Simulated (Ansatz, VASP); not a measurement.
# Cr3N: VASP beside Ansatz

```
Cr N
1.0
     4.19606    0.00000    0.00000
     0.00000    4.19606    0.00000
     0.00000    0.00000    2.48579
Cr N
3 1
Direct
  0.00000 0.00000 0.50000
  0.50000 0.00000 0.50000
  0.00000 0.50000 0.50000
  0.50000 0.50000 0.00000
```

Alike in both runs: functional PBE; k mesh 4 × 4 × 6; occupations gaussian, width 0.1 eV; collinear spin.

Ansatz relaxed the structure, and its values are those at the end. VASP's run is a single point on that final structure, the one shown.

|  | VASP | Ansatz |
| --- | --- | --- |
| version | VASP 6.6.1 | Ansatz 0.2.0 |
| potentials or method | VASP PAW PBE potentials, release 64 (Cr_pv, N), cutoff 520 eV | scalar-relativistic, plane waves, PAW |
| valence electrons in the cell | 41 | 47 |

Ansatz gave:

- gap on the k mesh at the Fermi level (eV): none
- pressure (GPa): 0.0
- net moment per atom (μB): 0.06
- size of the moment on the site where the two differ most (μB): 0.28

Problem. Which values does VASP return?

Solution. gap on the k mesh at the Fermi level (eV): none; pressure (GPa): 0.5; net moment per atom (μB): 0.06; size of the moment on the site where the two differ most (μB): 0.32.

Site moments also hang on the region over which each program counts them. A gap of «none» marks a metal or a gap that the smearing closes. With one functional, cell and mesh, what is left measures potentials, basis and numerics. VASP's potentials hold 41 valence electrons a cell and Ansatz's 47, so a difference there can come from the potentials and not from the codes. Ansatz's warnings: seeded moment not kept.

The k mesh is coarse, so the values compare programs but aren't converged.
